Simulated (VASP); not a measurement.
# Zn (P6_3/mmc) in VASP: a series of runs, part 2 of 2

VASP 6.6.1. Earlier steps stand in the parts before.

**3. Relaxation of cell and atoms, PBEsol, target pressure 40 GPa, at which the enthalpy is minimised**

INCAR reads:

```
  PREC = Accurate
  ENCUT = 600
  EDIFF = 1E-6
  ISMEAR = 0
  SIGMA = 0.1
  LREAL = False
  LASPH = True
  NELM = 60
  ALGO = Normal
  ISIF = 3
  LWAVE = False
  LCHARG = False
  GGA = PS
  IBRION = 2
  NSW = 60
  EDIFFG = -0.02
  PSTRESS = 400.0
```

KPOINTS reads:

```
Automatic mesh
0
Gamma
  7 7 4
```

POSCAR reads:

```
Zn
1.0
    2.7900000000      0.0000000000      0.0000000000
   -1.3950000000      2.4162108766      0.0000000000
    0.0000000000      0.0000000000      4.5560700000
Zn
2
Direct
    0.3333333333      0.6666666667      0.2500000000
    0.6666666667      0.3333333333      0.7500000000
```

Potentials or basis: VASP PAW PBE potentials, release 64 (Zn).

On the command line:

```sh
cat potpaw_PBE.64/Zn/POTCAR > POTCAR
mpirun -np 1 vasp_std > vasp.out
```

OUTCAR:

```text
PREC = Accurate
   ENCUT = 600
   EDIFF = 1E-6
   ISMEAR = 0
   LREAL = False
   LASPH = True
   NELM = 60
   ISIF = 3
   GGA = PS
   IBRION = 2
   NSW = 60
   EDIFFG = -0.02
   PSTRESS = 400.0

 ion  position               nearest neighbor table
   1  0.333  0.667  0.250-   2 2.79   2 2.79   2 2.79   2 2.79   2 2.79   2 2.79
   2  0.667  0.333  0.750-   1 2.79   1 2.79   1 2.79   1 2.79   1 2.79   1 2.79

  LATTYP: Found a hexagonal cell.
 ALAT       =     2.7900000000
 C/A-ratio  =     1.6330000000

  Lattice vectors:

 A1 = (   2.7900000000,   0.0000000000,   0.0000000000)
 A2 = (  -1.3950000000,   2.4162108766,   0.0000000000)
 A3 = (   0.0000000000,   0.0000000000,   4.5560700000)

Analysis of symmetry for initial positions (statically):
=====================================================================
 Subroutine PRICEL returns:
 Original cell was already a primitive cell.

 Routine SETGRP: Setting up the symmetry group for a
 hexagonal supercell.

 Subroutine GETGRP returns: Found 24 space group operations
 (whereof 12 operations were pure point group operations)
 out of a pool of 24 trial point group operations.
[... 142 lines left out ...]
   LHFCALC =     F    Hartree Fock is set to
   AEXX    =    0.0000 exact exchange contribution
   IVDW    =     0    specifies the selected vdW correction
   LEPSILON=     F    determine dielectric tensor
   LRPA    =     F    only Hartree local field effects (RPA)
 conjugate gradient relaxation of ions
 non-spin polarized calculation
 Gauss-broadening in eV      SIGMA  =   0.10
  energy-cutoff  :      600.00
  volume of cell :       30.71
 maximum number of plane-waves:      1044
 NGX is ok and might be reduce to    24
   NGX = 11   NGY = 11   NGZ = 19

--------------------------------------- Ionic step        1  -------------------------------------------

 number of electron      24.0000004 magnetization

 Free energy of the ion-electron system (eV)
  ---------------------------------------------------
  ext. energy  EPLUGINS =         0.00000000
  ---------------------------------------------------
  free energy    TOTEN  =        -3.12147290 eV

  energy without entropy =       -3.11480617  energy(sigma->0) =       -3.11813954

------------------------ aborting loop because EDIFF is reached ----------------------------------------

  FORCE on cell =-STRESS in cart. coord.  units (eV):
  Direction    XX          YY          ZZ          XY          YZ          ZX
  --------------------------------------------------------------------------------------
  -------------------------------------------------------------------------------------
  Total       -1.7734377     -1.7734377      0.2552870     -0.0000000      0.0000000      0.0000000
  in kB      -92.5117900    -92.5117900     13.3171066     -0.0000000      0.0000000      0.0000000
  external PRESSURE =    -457.2354912 kB  Pullay stress =     400.0000000 kB
[... 1217 lines left out ...]
--------------------------------------- Ionic step        9  -------------------------------------------

 number of electron      24.0000005 magnetization

 Free energy of the ion-electron system (eV)
  ---------------------------------------------------
  ext. energy  EPLUGINS =         0.00000000
  ---------------------------------------------------
  free energy    TOTEN  =        -2.62767455 eV

  energy without entropy =       -2.62634709  energy(sigma->0) =       -2.62701082

 E-fermi :   6.1892     XC(G=0): -13.4750

 val. band max:        6.0913723716   @ k =   0.2857   0.2857   0.2500
 cond. band min:       6.5616024004   @ k =   0.4286   0.1429   0.5000
 fundamental gap:      0.4702300287
 Fermi energy:         6.1891647909
[... 487 lines left out ...]
  energy  without entropy=       -2.6263470904  energy(sigma->0) =       -2.62701082

  enthalpy is  TOTEN    =         2.9155389332 eV   P V=        5.5432134793

 reached required accuracy - stopping structural energy minimisation
```

CONTCAR:

```text
Zn
   1.00000000000000
     2.4556288028075737   -0.0000000000000000    0.0000000000000000
    -1.2278144014037868    2.1266369255410380   -0.0000000000000000
     0.0000000000000000   -0.0000000000000000    4.2516364956085004
  Zn
     2
Direct
     0.3333333332999970    0.6666666667000030    0.2500000000000000
     0.6666666667000030    0.3333333332999970    0.7500000000000000

  0.00000000E+00  0.00000000E+00  0.00000000E+00
  0.00000000E+00  0.00000000E+00  0.00000000E+00
```

It took 51 s on 1 thread of Intel Xeon Platinum 8488C (Sapphire Rapids), shared host; peak memory 0.16 GiB.

Results:

```
Free energy                                            : -2.6277 eV
Relaxed volume                                         : 11.10 Å³/atom
Relaxed cell                                           : a = 2.456 Å, b = 2.456 Å, c = 4.252 Å, α = 90.00°, β = 90.00°, γ = 120.00°
Space group after relaxing (to 0.05 Å)                 : P6_3/mmc (No. 194)
Energy change on relaxing (the enthalpy is what falls) : +246.9 meV/atom
Ionic steps                                            : 9
Pressure after relaxing                                : 40.1 GPa
Band gap on the k mesh                                 : zero (band 12 reaches 6.79 eV, above the bottom of band 13 at 3.89 eV)
```

The path:
| step | energy change (eV) | largest force (eV/Å) | pressure (GPa) | volume (Å³) |
| --- | --- | --- | --- | --- |
| 1 | 0.0000 | 0.0000 | -5.72 | 30.71 |
| 2 | 6.1171 | 0.0000 | 282.38 | 15.04 |
| 3 | 0.3727 | 0.0000 | 32.37 | 22.84 |
| 4 | 0.4653 | 0.0000 | 37.27 | 22.41 |
| 5 | 0.5326 | 0.0000 | 40.67 | 22.12 |
| 6 | 0.5131 | 0.0000 | 41.10 | 22.13 |
| 7 | 0.5121 | 0.0000 | 40.95 | 22.13 |
| 8 | 0.4667 | 0.0000 | 38.69 | 22.31 |
| 9 | 0.4938 | 0.0000 | 40.10 | 22.20 |

Final structure:
```
CELL_PARAMETERS angstrom
2.45563 0.00000 0.00000
-1.22781 2.12664 0.00000
0.00000 0.00000 4.25164
ATOMIC_POSITIONS crystal
Zn 0.33333 0.66667 0.25000
Zn 0.66667 0.33333 0.75000
```

Levels at points of the mesh, in eV from the Fermi level:
```csv
k point,band 10,band 11,band 12,band 13,band 14,band 15
"(0.00, 0.00, 0.00)",-8.27,-8.27,-5.60,-2.30,19.04,19.63
"(0.00, 0.00, 0.50)",-8.46,-8.46,-8.46,6.85,6.85,20.78
```

Caveat: the k points lie up to 0.42 Å⁻¹ apart in the final cell; the cell is relaxed towards a set pressure, so the enthalpy falls and the energy may rise; the volume moved by over 15 % at a fixed basis, so the end points are rough; the PAW data sets were made with another functional, which shifts forces and pressure a little.

**4. Relaxation of cell and atoms, PBEsol, target pressure 60 GPa, at which the enthalpy is minimised**

INCAR reads:

```
ALGO = Normal
EDIFF = 1E-7
EDIFFG = -0.02
ENCUT = 600
GGA = PS
IBRION = 2
ISIF = 3
ISMEAR = 0
LASPH = T
LCHARG = F
LREAL = F
LWAVE = F
NELM = 80
NSW = 60
PREC = Accurate
PSTRESS = 600.0
SIGMA = 0.1
```

KPOINTS reads:

```
k-points
0
Gamma
  7 7 4
```

POSCAR is that of step 3.

On the command line:

```sh
cat potpaw_PBE.64/Zn/POTCAR > POTCAR
mpirun -np 1 vasp_std > vasp.out
```

Wall time 68 s (1 thread of Intel Xeon Platinum 8488C (Sapphire Rapids), shared host); peak memory 0.17 GiB.

It converged, with:

| Item | Value |
| --- | --- |
| Free energy | -2.2006 eV |
| Relaxed volume | 10.41 Å³/atom |
| Relaxed cell | a = 2.407 Å, b = 2.407 Å, c = 4.151 Å, α = 90.00°, β = 90.00°, γ = 120.00° |
| Space group after relaxing (to 0.05 Å) | P6_3/mmc (No. 194) |
| Energy change on relaxing (the enthalpy is what falls) | +460.5 meV/atom |
| Ionic steps | 12 |
| Pressure after relaxing | 60.0 GPa |
| Band gap on the k mesh | zero (band 12 reaches 7.49 eV, above the bottom of band 13 at 4.76 eV) |

Step by step:
```csv
step,energy change (eV),largest force (eV/Å),pressure (GPa),volume (Å³)
1,0.0000,0.0000,-5.79,30.71
2,23.8712,0.0000,1149.97,10.33
3,-0.0199,0.0000,6.85,26.64
4,0.1577,0.0000,19.58,24.29
5,1.3790,0.0000,79.04,19.80
6,0.8958,0.0000,57.43,20.95
7,0.9597,0.0000,60.35,20.77
8,1.0259,0.0000,63.35,20.60
9,1.0151,0.0000,64.35,20.58
10,1.0108,0.0000,64.01,20.59
11,0.7723,0.0000,53.22,21.24
12,0.9209,0.0000,60.00,20.82
```

Final structure:
```
Zn
1.0
     2.40668    0.00000    0.00000
    -1.20334    2.08425    0.00000
     0.00000    0.00000    4.15055
Zn
2
Direct
  0.33333 0.66667 0.25000
  0.66667 0.33333 0.75000
```

Levels at points of the mesh, in eV from the Fermi level:
```csv
k point,band 9,band 10,band 11,band 12,band 13,band 14,band 15,band 16
"(0.00, 0.00, 0.00)",-8.99,-8.42,-8.42,-5.94,-2.06,20.49,20.53,20.53
"(0.00, 0.00, 0.50)",-8.62,-8.62,-8.62,-8.62,7.33,7.33,21.29,21.29
```

Caveat: the k points lie up to 0.43 Å⁻¹ apart in the final cell; the cell is relaxed towards a set pressure, so the enthalpy falls and the energy may rise; the volume moved by over 15 % at a fixed basis, so the end points are rough; the PAW data sets were made with another functional, which shifts forces and pressure a little.

**5. Summary**

```tsv
cell	gap on the mesh (eV)	pressure (GPa)
relaxed to 20 GPa	none	20.0
relaxed to 40 GPa	none	40.1
relaxed to 60 GPa	none	60.0
```

Alike in all rows: task relaxation of cell and atoms; level PBEsol; potentials or basis VASP PAW PBE potentials, release 64 (Zn); no spin polarisation; k mesh 7 × 7 × 4; cutoff (eV) 600; smearing gaussian 0.1 eV.

Caveats: all runs use coarse meshes; the cell is relaxed towards a set pressure, so the enthalpy falls and the energy may rise; the volume moved by over 15 % at a fixed basis, so the end points are rough; the PAW data sets were made with another functional, which shifts forces and pressure a little.

Absolute energies hang on the potentials; compare differences alone.
